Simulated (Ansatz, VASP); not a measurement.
# Na2S in VASP and in Ansatz

```
Na S
1.0
     0.00000    3.25543    3.25543
     3.25543    0.00000    3.25543
     3.25543    3.25543    0.00000
Na S
2 1
Direct
  0.25000 0.25000 0.25000
  0.75000 0.75000 0.75000
  0.00000 0.00000 0.00000
```

Alike in both runs: task single point; functional PBE-based screened hybrid; k mesh 4 × 4 × 4; no spin polarisation.

|  | VASP | Ansatz |
| --- | --- | --- |
| version | VASP 6.6.1 | Ansatz 0.2.0 |
| potentials or method | VASP PAW PBE potentials, release 64 (Na_pv, S) | plane waves |
| plane-wave cutoff (eV) | 400 | 420 |
| occupations | gaussian, width 0.01 eV | fixed |
| valence electrons in the cell | 20 | 24 |

VASP gave:

```
gap on the k mesh at the Fermi level (eV) : 3.04
pressure (GPa)                            : 0.4
```

Question: Estimate Ansatz's values.

Answer: gap on the k mesh at the Fermi level (eV): 3.04; pressure (GPa): 0.5.

VASP's potentials were made for PBE, not for PBE-based screened hybrid. VASP's potentials hold 20 valence electrons a cell and Ansatz's 24, so a difference there can come from the potentials and not from the codes. Ansatz's warnings: stress exchange threshold loose, stress scf threshold loose.
